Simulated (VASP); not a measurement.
# TiO (P-6m2) in VASP: notebook, part 2 of 2

VASP 6.6.1. Earlier steps stand in the parts before.

### 4 Single point, r2SCAN

POSCAR

```
TiO
1.0
    3.0309987015      0.0000000000      0.0000000000
   -1.5154993507      2.6249218743      0.0000000000
    0.0000000000      0.0000000000      3.2377000000
Ti O
1 1
Direct
    0.6666666667      0.3333333333      0.0000000000
    0.0000000000      0.0000000000      0.5000000000
```

INCAR.step1

```
SYSTEM = TiO
PREC     = Accurate       ! precision mode
ENCUT    = 520            ! plane-wave cutoff, eV
ISMEAR   = 0              ! smearing method
SIGMA    = 0.01           ! smearing width, eV
LREAL    = .FALSE.        ! projectors in reciprocal space
LASPH    = .TRUE.         ! aspherical terms in the spheres
NELM     = 60             ! most SCF steps
NBANDS   = 16             ! bands
GGA      = PE             ! functional
ALGO     = Normal         ! electronic algorithm
EDIFF    = 1E-4           ! SCF threshold, eV
LWAVE    = .TRUE.         ! write WAVECAR
LCHARG   = .FALSE.        ! write CHGCAR
```

INCAR.step2

```
SYSTEM = TiO
PREC     = Accurate       ! precision mode
ENCUT    = 520            ! plane-wave cutoff, eV
EDIFF    = 1E-6           ! SCF threshold, eV
ISMEAR   = 0              ! smearing method
SIGMA    = 0.01           ! smearing width, eV
LREAL    = .FALSE.        ! projectors in reciprocal space
LASPH    = .TRUE.         ! aspherical terms in the spheres
NELM     = 60             ! most SCF steps
ALGO     = Normal         ! electronic algorithm
ISIF     = 2              ! what is computed and relaxed
LWAVE    = .FALSE.        ! write WAVECAR
LCHARG   = .FALSE.        ! write CHGCAR
METAGGA  = R2SCAN         ! meta-GGA
LMIXTAU  = .TRUE.       
NBANDS   = 16             ! bands
ISTART   = 1
```

KPOINTS

```
Automatic mesh
0
G
  3 3 2
  0 0 0
```

Potentials or basis: VASP PAW PBE potentials, release 64 (Ti_sv, O).

Started as:

```
> cat potpaw_PBE.64/Ti_sv/POTCAR potpaw_PBE.64/O/POTCAR > POTCAR
> cp INCAR.step1 INCAR
> mpirun -np 1 vasp_std > vasp.out
> cp INCAR.step2 INCAR
> mpirun -np 1 vasp_std > vasp.out
```

OUTCAR:

```text
SYSTEM = TiO
   PREC = Accurate
   ENCUT = 520
   EDIFF = 1E-6
   ISMEAR = 0
   LREAL = .FALSE.
   LASPH = .TRUE.
   NELM = 60
   ISIF = 2
   METAGGA = R2SCAN
   ISTART = 1

 ion  position               nearest neighbor table
   1  0.667  0.333  0.000-   2 2.38   2 2.38   2 2.38   2 2.38   2 2.38   2 2.38
   2  0.000  0.000  0.500-   1 2.38   1 2.38   1 2.38   1 2.38   1 2.38   1 2.38

  LATTYP: Found a hexagonal cell.
 ALAT       =     3.0309987015
 C/A-ratio  =     1.0681957727

  Lattice vectors:

 A1 = (   3.0309987015,   0.0000000000,   0.0000000000)
 A2 = (  -1.5154993507,   2.6249218743,   0.0000000000)
 A3 = (   0.0000000000,   0.0000000000,   3.2377000000)

Analysis of symmetry for initial positions (statically):
=====================================================================
 Subroutine PRICEL returns:
 Original cell was already a primitive cell.

 Routine SETGRP: Setting up the symmetry group for a
 hexagonal supercell.

 Subroutine GETGRP returns: Found 12 space group operations
 (whereof 12 operations were pure point group operations)
 out of a pool of 24 trial point group operations.

The static configuration has the point symmetry D_3h.

Analysis of symmetry for dynamics (positions and initial velocities):
=====================================================================
 Subroutine PRICEL returns:
 Original cell was already a primitive cell.

 Routine SETGRP: Setting up the symmetry group for a
 hexagonal supercell.

 Subroutine GETGRP returns: Found 12 space group operations
 (whereof 12 operations were pure point group operations)
 out of a pool of 24 trial point group operations.

The dynamic configuration has the point symmetry D_3h.

 Subroutine INISYM returns: Found 12 space group operations
 (whereof 12 operations are pure point group operations),
 and found     1 'primitive' translations

----------------------------------------------------------------------------------------

                                     Primitive cell

  volume of cell :      25.7596

  direct lattice vectors                    reciprocal lattice vectors
     3.030998702  0.000000000  0.000000000     0.329924259  0.190481860  0.000000000
    -1.515499351  2.624921874  0.000000000     0.000000000  0.380963719  0.000000000
     0.000000000  0.000000000  3.237700000     0.000000000  0.000000000  0.308861229

  length of vectors
     3.030998702  3.030998701  3.237700000     0.380963719  0.380963719  0.308861229

  position of ions in fractional coordinates (direct lattice)
     0.666666667  0.333333333  0.000000000
     0.000000000  0.000000000  0.500000000

  ion indices of the primitive-cell ions
   primitive index   ion index
                 1           1
                 2           2

----------------------------------------------------------------------------------------

 KPOINTS: Automatic mesh

Automatic generation of k-mesh.
 Grid dimensions read from file:
 generate k-points for:    3    3    2

 Generating k-lattice:

  Cartesian coordinates                     Fractional coordinates (reciprocal lattice)
     0.109974753  0.063493953  0.000000000     0.333333333  0.000000000  0.000000000
     0.000000000  0.126987906  0.000000000     0.000000000  0.333333333  0.000000000
     0.000000000  0.000000000  0.154430614     0.000000000  0.000000000  0.500000000

  Length of vectors
     0.126987906  0.126987906  0.154430614

  Shift w.r.t. Gamma in fractional coordinates (k-lattice)
     0.000000000  0.000000000  0.000000000

 Subroutine IBZKPT returns following result:
 ===========================================

 Found      6 irreducible k-points:

 Following reciprocal coordinates:
            Coordinates               Weight
  0.000000  0.000000  0.000000      1.000000
  0.333333  0.000000  0.000000      6.000000
  0.333333  0.333333  0.000000      2.000000
  0.000000  0.000000  0.500000      1.000000
  0.333333  0.000000  0.500000      6.000000
  0.333333  0.333333  0.500000      2.000000
   k-points           NKPTS =      6   k-points in BZ     NKDIM =      6   number of bands    NBANDS=     16
   number of dos      NEDOS =    301   number of ions     NIONS =      2
   total plane-waves  NPLWV =  13824
   dimension x,y,z NGX =    24 NGY =   24 NGZ =   24
   dimension x,y,z NGXF=    48 NGYF=   48 NGZF=   48
   ions per type =               1   1
   NGX,Y,Z   is equivalent  to a cutoff of  13.16, 13.16, 12.32 a.u.
   NGXF,Y,Z  is equivalent  to a cutoff of  26.33, 26.33, 24.65 a.u.
 SYSTEM =  TiO
   PREC   = accura    normal or accurate (medium, high low for compatibility)
   ISTART =      1    job   : 0-new  1-cont  2-samecut
   ICHARG =      0    charge: 1-file 2-atom 10-const
   ISPIN  =      1    spin polarized calculation?
   LNONCOLLINEAR =      F non collinear calculations
   LSORBIT =      F    spin-orbit coupling
   LASPH  =      T    aspherical Exc in radial PAW
   ENCUT  =  520.0 eV  38.22 Ry    6.18 a.u.   5.64  5.64  6.02*2*pi/ulx,y,z
   NELM   =     60;   NELMIN=  2; NELMDL=  0     # of ELM steps
   EDIFF  = 0.1E-05   stopping-criterion for ELM
   LREAL  =      F    real-space projection
   EDIFFG = 0.1E-04   stopping-criterion for IOM
   NSW    =      0    number of steps for IOM
   IBRION =     -1    ionic relax: 0-MD 1-quasi-New 2-CG
   NFREE  =      0    steps in history (QN), initial steepest desc. (CG)
   ISIF   =      2    stress and relaxation
   ISYM   =      2    0-nonsym 1-usesym 2-fastsym
   POTIM  = 0.5000    time-step for ionic-motion
   TEBEG  =    0.0;   TEEND  =   0.0 temperature during run
   PSTRESS=    0.0 pullay stress
   NELECT =      18.0000    total number of electrons
   NUPDOWN=      -1.0000    fix difference up-down
   EMIN   =  10.00;   EMAX   =-10.00  energy-range for DOS
   EFERMI =   0.00;   METHOD = LEGACY
   ISMEAR =     0;   SIGMA  =   0.01  broadening in eV -4-tet -1-fermi 0-gaus
   EFERMI_NEDOS =   21; number of points for ismear=-14 and -15
   IALGO  =     38    algorithm
   IMIX   =      4    mixing-type and parameters
     AMIX     =   0.40;   BMIX     =  1.00
     AMIX_MAG =   1.60;   BMIX_MAG =  1.00
  volume/ion in A,a.u.               =      12.88        86.92
  Fermi-wavevector in a.u.,A,eV,Ry     =   1.452734  2.745269 28.714224  2.110436
  Thomas-Fermi vector in A             =   2.570082
   LORBIT       =      0    0 simple, 1 ext, 2 COOP (PROOUT), +10 PAW based schemes
   METAGGA = R2SCAN    functional components
   LHFCALC =     F    Hartree Fock is set to
   AEXX    =    0.0000 exact exchange contribution
   IVDW    =     0    specifies the selected vdW correction
   LEPSILON=     F    determine dielectric tensor
   LRPA    =     F    only Hartree local field effects (RPA)
 non-spin polarized calculation
 Gauss-broadening in eV      SIGMA  =   0.01
  energy-cutoff  :      520.00
  volume of cell :       25.76
 maximum number of plane-waves:       721
 NGX is ok and might be reduce to    24
   NGX = 11   NGY = 11   NGZ = 13

 number of electron      18.0000004 magnetization

 Free energy of the ion-electron system (eV)
  ---------------------------------------------------
  ext. energy  EPLUGINS =         0.00000000
  ---------------------------------------------------
  free energy    TOTEN  =       -23.20386351 eV

  energy without entropy =      -23.20386351  energy(sigma->0) =      -23.20386351

 E-fermi :   7.5796     XC(G=0): -11.9710

 val. band max:        7.4932976191   @ k =   0.0000   0.0000   0.5000
 cond. band min:       7.6711049652   @ k =   0.0000   0.0000   0.5000
 fundamental gap:      0.1778073461
 Fermi energy:         7.5795601554

 k-point     1 :       0.0000    0.0000    0.0000
  band No.  band energies     occupation
      1     -52.9184      2.00000
      2     -28.1692      2.00000
      3     -27.8427      2.00000
      4     -27.8427      2.00000
      5     -13.2091      2.00000
      6       2.9342      2.00000
[... 8 lines left out ...]
     15      20.6398      0.00000
     16      22.6730      0.00000
[... 77 lines left out ...]
 k-point     6 :       0.3333    0.3333    0.5000
  band No.  band energies     occupation
      1     -52.8525      2.00000
      2     -28.2308      2.00000
      3     -28.0694      2.00000
      4     -28.0676      2.00000
      5     -12.4095      2.00000
      6       1.2858      2.00000
[... 8 lines left out ...]
     15      17.0652      0.00000
     16      19.2240      0.00000

------------------------ aborting loop because EDIFF is reached ----------------------------------------

  FORCE on cell =-STRESS in cart. coord.  units (eV):
  Direction    XX          YY          ZZ          XY          YZ          ZX
  --------------------------------------------------------------------------------------
  -------------------------------------------------------------------------------------
  Total       -5.1984174     -5.1984174     -8.3388018     -0.0000000     -0.0000000      0.0000000
  in kB     -323.3277603   -323.3277603   -518.6513331     -0.0000000     -0.0000000      0.0000000
  external PRESSURE =    -388.4356179 kB  Pullay stress =       0.0000000 kB

 VOLUME and BASIS-vectors are now :
 -----------------------------------------------------------------------------
  energy-cutoff  :      520.00
  volume of cell :       25.76
      direct lattice vectors                 reciprocal lattice vectors
     3.030998702  0.000000000  0.000000000     0.329924259  0.190481860  0.000000000
    -1.515499351  2.624921874  0.000000000     0.000000000  0.380963719  0.000000000
     0.000000000  0.000000000  3.237700000     0.000000000  0.000000000  0.308861229

 POSITION                                       TOTAL-FORCE (eV/Angst)
 -----------------------------------------------------------------------------------
      1.51550      0.87497      0.00000        -0.000000      0.000000      0.000000
      0.00000      0.00000      1.61885         0.000000      0.000000      0.000000
 -----------------------------------------------------------------------------------
    total drift:                               -0.000001      0.000000      0.000000

  FREE ENERGIE OF THE ION-ELECTRON SYSTEM (eV)
  ---------------------------------------------------
  free  energy   TOTEN  =       -23.2038635109 eV

  energy  without entropy=      -23.2038635109  energy(sigma->0) =      -23.20386351
```

Wall time 38 s (1 thread of Intel Xeon 8259CL, shared host); peak memory 0.14 GiB.

What came out:

- Free energy: -23.2039 eV
- Pressure: -38.8 GPa
- Band gap on the k mesh: 0.18 eV

Stress tensor (GPa, compression positive):
```
-32.33   0.00   0.00
  0.00 -32.33   0.00
  0.00   0.00 -51.87
```

Levels at points of the mesh, in eV from the valence-band top:
| k point | band 6 | band 7 | band 8 | band 9 | band 10 | band 11 | band 12 | band 13 |
| --- | --- | --- | --- | --- | --- | --- | --- | --- |
| (0.00, 0.00, 0.00) | -4.56 | -3.92 | -3.92 | -2.42 | 0.99 | 1.12 | 1.12 | 1.74 |
| (0.00, 0.00, 0.50) | -7.48 | -3.67 | -3.67 | 0.00 | 0.18 | 0.18 | 1.85 | 1.85 |

Caveat: the k points lie up to 0.97 Å⁻¹ apart; the PAW data sets were made with another functional, which shifts forces and pressure a little; an odd mesh through Γ misses points on the zone boundary, where band edges can lie.

### 5 Single point, r2SCAN

POSCAR is that of step 4.

INCAR.step1

```
SYSTEM = TiO
ALGO = Normal
EDIFF = 1E-4
ENCUT = 520
GGA = PE
ISMEAR = 0
LASPH = .TRUE.
LCHARG = .FALSE.
LREAL = .FALSE.
LWAVE = .TRUE.
NBANDS = 16
NELM = 80
PREC = Accurate
SIGMA = 0.01
```

INCAR.step2

```
SYSTEM = TiO
ALGO = Normal
EDIFF = 1E-6
ENCUT = 520
ISIF = 2
ISMEAR = 0
ISTART = 1
LASPH = .TRUE.
LCHARG = .TRUE.
LELF = .TRUE.
LMIXTAU = .TRUE.
LREAL = .FALSE.
LVHAR = .TRUE.
LWAVE = .FALSE.
METAGGA = R2SCAN
NBANDS = 16
NELM = 80
PREC = Accurate
SIGMA = 0.01
```

KPOINTS

```
k-points
0
G
  3 3 4
  0 0 0
```

Started as:

```
> cat potpaw_PBE.64/Ti_sv/POTCAR potpaw_PBE.64/O/POTCAR > POTCAR
> cp INCAR.step1 INCAR
> mpirun -np 1 vasp_std > vasp.out
> cp INCAR.step2 INCAR
> mpirun -np 1 vasp_std > vasp.out
```

Run time: 42 s. Hardware: 1 thread of Intel Xeon 8259CL, shared host; peak memory 0.14 GiB.

Results (log left out):

* Free energy: -23.2420 eV
* Pressure: -39.0 GPa
* Band gap on the k mesh: 0.18 eV

Stress tensor (GPa, compression positive):
```
-33.00   0.00   0.00
  0.00 -33.00   0.00
  0.00   0.00 -50.93
```

Levels at points of the mesh, in eV from the valence-band top:
```tsv
k point	band 5	band 6	band 7	band 8	band 9	band 10	band 11	band 12	band 13	band 14
(0.00, 0.00, 0.00)	-20.76	-4.61	-3.97	-3.97	-2.42	0.98	1.11	1.11	1.75	1.75
(0.00, 0.00, 0.50)	-20.28	-7.52	-3.73	-3.73	0.00	0.18	0.18	1.85	1.85	6.00
```

Caveat: the k points lie up to 0.80 Å⁻¹ apart; the PAW data sets were made with another functional, which shifts forces and pressure a little; an odd mesh through Γ misses points on the zone boundary, where band edges can lie.

### 6 The runs side by side

```csv
task,cell,k mesh,cutoff (eV),gap on the mesh (eV),pressure (GPa)
relaxation of cell and atoms,relaxed,12 × 12 × 12,600,none,0.0
single point,as given,1 × 1 × 1,520,-,-10.6
single point,as given,3 × 3 × 2,520,0.18,-38.8
single point,as given,3 × 3 × 4,520,0.18,-39.0
```

Alike in all rows: level r2SCAN; potentials or basis VASP PAW PBE potentials, release 64 (Ti_sv, O); no spin polarisation; smearing gaussian 0.01 eV.

Caveats: some runs use coarse meshes; the PAW data sets were made with another functional, which shifts forces and pressure a little; an odd mesh through Γ misses points on the zone boundary, where band edges can lie (at least some runs); semilocal functionals often make such compounds metallic where correlation or magnetic order opens a gap, which also shifts bond lengths (at least some runs).

Absolute energies hang on the potentials; compare differences alone.
